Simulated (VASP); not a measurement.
# BP (pbesol) (F-43m) in VASP: further runs, part 2 of 2

VASP 6.6.1.

### Step 3. Vibrations by perturbation theory, PBEsol

This run uses another cell than the first one, of 11.54 Å³/atom, 1.020 times its volume.

Input file INCAR:

```
PREC = Accurate
ENCUT = 500
EDIFF = 1E-8
ISMEAR = 0
SIGMA = 0.01
LREAL = False
LASPH = True
NELM = 120
ALGO = Normal
ISIF = 2
LWAVE = False
LCHARG = False
GGA = PS
NBANDS = 11
IBRION = 8
NSW = 1
LEPSILON = True
GGA_COMPAT = False
```

Input file KPOINTS:

```
regular mesh
0
Gamma
  10 10 10
```

Input file POSCAR:

```
BP
1.0
    0.0000000000      2.2600863151      2.2600863151
    2.2600863151      0.0000000000      2.2600863151
    2.2600863151      2.2600863151      0.0000000000
B P
1 1
Direct
    0.0000000000      0.0000000000      0.0000000000
    0.2500000000      0.2500000000      0.2500000000
```

Potentials or basis: VASP PAW PBE potentials, release 64 (B, P).

Started as:

```
$ cat potpaw_PBE.64/B/POTCAR potpaw_PBE.64/P/POTCAR > POTCAR
$ mpirun -np 1 vasp_std > vasp.out
```

OUTCAR:

```text
PREC = Accurate
   ENCUT = 500
   EDIFF = 1E-8
   ISMEAR = 0
   LREAL = False
   LASPH = True
   NELM = 120
   ISIF = 2
   GGA = PS
   IBRION = 8
   NSW = 1
   LEPSILON = True

 ion  position               nearest neighbor table
   1  0.000  0.000  0.000-   2 1.96   2 1.96   2 1.96   2 1.96
   2  0.250  0.250  0.250-   1 1.96   1 1.96   1 1.96   1 1.96

  LATTYP: Found a face centered cubic cell.
 ALAT       =     4.5201726302

  Lattice vectors:

 A1 = (   0.0000000000,   2.2600863151,   2.2600863151)
 A2 = (   2.2600863151,   0.0000000000,   2.2600863151)
 A3 = (   2.2600863151,   2.2600863151,   0.0000000000)

Analysis of symmetry for initial positions (statically):
=====================================================================
 Subroutine PRICEL returns:
 Original cell was already a primitive cell.

 Routine SETGRP: Setting up the symmetry group for a
 face centered cubic supercell.

 Subroutine GETGRP returns: Found 24 space group operations
 (whereof 24 operations were pure point group operations)
 out of a pool of 48 trial point group operations.

The static configuration has the point symmetry T_d .

Analysis of symmetry for dynamics (positions and initial velocities):
=====================================================================
 Subroutine PRICEL returns:
 Original cell was already a primitive cell.

 Routine SETGRP: Setting up the symmetry group for a
 face centered cubic supercell.

 Subroutine GETGRP returns: Found 24 space group operations
 (whereof 24 operations were pure point group operations)
 out of a pool of 48 trial point group operations.

The dynamic configuration has the point symmetry T_d .

 Subroutine INISYM returns: Found 24 space group operations
 (whereof 24 operations are pure point group operations),
 and found     1 'primitive' translations

----------------------------------------------------------------------------------------

                                     Primitive cell

  volume of cell :      23.0890

  direct lattice vectors                    reciprocal lattice vectors
     0.000000000  2.260086315  2.260086315    -0.221230489  0.221230489  0.221230489
     2.260086315  0.000000000  2.260086315     0.221230489 -0.221230489  0.221230489
     2.260086315  2.260086315  0.000000000     0.221230489  0.221230489 -0.221230489

  length of vectors
     3.196244719  3.196244719  3.196244719     0.383182447  0.383182447  0.383182447

  position of ions in fractional coordinates (direct lattice)
     0.000000000  0.000000000  0.000000000
     0.250000000  0.250000000  0.250000000

  ion indices of the primitive-cell ions
   primitive index   ion index
                 1           1
[... 522 lines left out ...]
    -0.00041  0.13821  0.00000
     0.13821 -0.00041  0.00000
     0.00000  0.00000  0.00005

--------------------------------------- Ionic step        4  -------------------------------------------

------------------------ aborting loop because EDIFF is reached ----------------------------------------

[... ionic steps 5 to 6 ...]

--------------------------------------- Ionic step        7  -------------------------------------------

 Free energy of the ion-electron system (eV)
  ---------------------------------------------------
  ---------------------------------------------------
  free energy    TOTEN  =        -0.04071322 eV

  energy without entropy =       -0.04071322

------------------------ aborting loop because EDIFF is reached ----------------------------------------

 INTERNAL STRAIN TENSOR  FOR ION    2  DIRECTION 1   (eV/Angst):
 -----------------------------------------------------------------------------
     0.00565  0.00000  0.00000
     0.00000 -0.00001 -7.50964
     0.00000 -7.50964 -0.00001

 MACROSCOPIC STATIC DIELECTRIC TENSOR (including local field effects in DFT)
 ------------------------------------------------------
           9.427666     0.000000    -0.000000
           0.000000     9.427666    -0.000000
           0.000000    -0.000000     9.427666
 ------------------------------------------------------

 PIEZOELECTRIC TENSOR (including local field effects)  for field in x, y, z        (e  Angst)
          XX          YY          ZZ          XY          YZ          ZX
  --------------------------------------------------------------------------------
  x     0.00000    -0.00000    -0.00000     0.00000     0.19505     0.00000
  y    -0.00000    -0.00000     0.00000     0.00000     0.00000     0.19505
  z    -0.00000     0.00000    -0.00000     0.19505     0.00000     0.00000

 PIEZOELECTRIC TENSOR (including local field effects)  for field in x, y, z        (C/m^2)
          XX          YY          ZZ          XY          YZ          ZX
  --------------------------------------------------------------------------------
  x     0.00000    -0.00000    -0.00000     0.00000     0.13535     0.00000
  y    -0.00000    -0.00000     0.00000     0.00000     0.00000     0.13535
  z    -0.00000     0.00000    -0.00000     0.13535     0.00000     0.00000

 BORN EFFECTIVE CHARGES (including local field effects) (in |e|, cummulative output)
 ---------------------------------------------------------------------------------
 ion    1
    1    -0.54300    -0.00000     0.00000
    2     0.00000    -0.54300     0.00000
    3    -0.00000    -0.00000    -0.54300
 ion    2
    1     0.54300     0.00000    -0.00000
    2     0.00000     0.54300    -0.00000
    3     0.00000     0.00000     0.54300

 INTERNAL STRAIN TENSOR FOR ION    2 for displacements in x,y,z  (eV/Angst):
          X           Y           Z          XY          YZ          ZX
  --------------------------------------------------------------------------------
  x     0.00000     0.00000     0.00000     0.00000    -7.50964     0.00000
  y     0.00000    -0.00000     0.00000     0.00000     0.00000    -7.50964
  z     0.00000     0.00000     0.00000    -7.50964     0.00000     0.00000

 SECOND DERIVATIVES (NOT SYMMETRIZED)
 ------------------------------------
               1X          1Y          1Z          2X          2Y          2Z
  1X   -19.367072    0.000000    0.000000   19.367072    0.000000    0.000000
  1Y     0.000000  -19.367072    0.000000    0.000000   19.367072    0.000000
  1Z     0.000000    0.000000  -19.367072    0.000000    0.000000   19.367072
  2X    19.371776    0.000000    0.000000  -19.371776    0.000000    0.000000
  2Y     0.000000   19.371776    0.000000    0.000000  -19.371776    0.000000
  2Z     0.000000    0.000000   19.371776    0.000000    0.000000  -19.371776

 Eigenvectors and eigenvalues of the dynamical matrix
 ----------------------------------------------------

   1 f  =   24.303844 THz   152.705558 2PiTHz  810.688985 cm-1   100.512579 meV
             X         Y         Z           dx          dy          dz
      0.000000  0.000000  0.000000     0.860944    0.000000    0.000000
      1.130043  1.130043  1.130043    -0.508700    0.000000    0.000000
[... 21 lines left out ...]
   6 f/i=    0.001292 THz     0.008121 2PiTHz    0.043112 cm-1     0.005345 meV
             X         Y         Z           dx          dy          dz
      0.000000  0.000000  0.000000    -0.059365   -0.505183    0.006481
      1.130043  1.130043  1.130043    -0.100471   -0.854991    0.010968

--------------------------------------------------------------------------------------------------------

 MACROSCOPIC STATIC DIELECTRIC TENSOR IONIC CONTRIBUTION
 ------------------------------------------------------
           0.119302     0.000000     0.000000
           0.000000     0.119302     0.000000
           0.000000     0.000000     0.119302
 ------------------------------------------------------

 ELASTIC MODULI CONTR FROM IONIC RELAXATION (kBar)
 Direction    XX          YY          ZZ          XY          YZ          ZX
 --------------------------------------------------------------------------------
 XX          -0.0000      0.0000      0.0000     -0.0000      0.0000      0.0000
 YY           0.0000     -0.0000      0.0000     -0.0000     -0.0000     -0.0000
 ZZ           0.0000      0.0000     -0.0000      0.0000     -0.0000      0.0000
 XY          -0.0000     -0.0000      0.0000   -213.3493      0.0000      0.0000
 YZ           0.0000     -0.0000     -0.0000      0.0000   -213.3493      0.0000
 ZX           0.0000     -0.0000      0.0000      0.0000      0.0000   -213.3493
 --------------------------------------------------------------------------------

 PIEZOELECTRIC TENSOR IONIC CONTR  for field in x, y, z        (C/m^2)
          XX          YY          ZZ          XY          YZ          ZX
  --------------------------------------------------------------------------------
  x     0.00000    -0.00000    -0.00000     0.00000    -0.15012    -0.00000
  y     0.00000    -0.00000     0.00000     0.00000     0.00000    -0.15012
  z    -0.00000    -0.00000     0.00000    -0.15012    -0.00000    -0.00000
```

OSZICAR:

```text
N       E                     dE             d eps       ncg     rms          rms(c)
DAV:   1     0.775992776016E+01    0.77599E+01   -0.39049E+03  1034   0.636E+02
DAV:   2    -0.138051524932E+02   -0.21565E+02   -0.20563E+02  1410   0.108E+02
DAV:   3    -0.144045535641E+02   -0.59940E+00   -0.59742E+00  1318   0.154E+01
DAV:   4    -0.144067544557E+02   -0.22009E-02   -0.22006E-02  1200   0.109E+00
[... 148 lines left out ...]
RMM:   6    -0.407144637957E-01    0.23076E-05    0.35314E-06  6407   0.646E-04    0.234E-03
RMM:   7    -0.407135932665E-01    0.87053E-06    0.40404E-07  6448   0.442E-04    0.584E-05
RMM:   8    -0.407132487535E-01    0.34451E-06    0.91105E-08  6552   0.549E-05    0.210E-05
RMM:   9    -0.407132145217E-01    0.34232E-07   -0.13174E-07  6654   0.201E-05    0.660E-06
RMM:  10    -0.407132157894E-01   -0.12677E-08    0.15215E-08  6675   0.562E-06    0.525E-06
 Linear response finished
```

Wall time 2 min (1 thread of Intel Xeon 6975P-C, shared host); peak memory 0.22 GiB.

Results:

```
Electronic dielectric tensor (diagonal)                 : 9.43
Born charges (mean of the diagonal)                     : B -0.54; P +0.54 e
Highest phonon frequency at Γ, LO-TO splitting left out : 811 cm⁻¹
```

Phonon frequencies in cm⁻¹ (negative: imaginary):
| q point | frequencies |
| --- | --- |
| (0.000, 0.000, 0.000) | 0 0 0 811 811 811 |

Electronic dielectric tensor:
```
9.43 0.00 0.00
0.00 9.43 0.00
0.00 0.00 9.43
```

Born effective charge tensors (e):
atom 1, B
```
-0.54  0.00  0.00
 0.00 -0.54  0.00
 0.00  0.00 -0.54
```
atom 2, P
```
0.54 0.00 0.00
0.00 0.54 0.00
0.00 0.00 0.54
```

Caveat: the PAW data sets were made with another functional, which shifts forces and pressure a little.
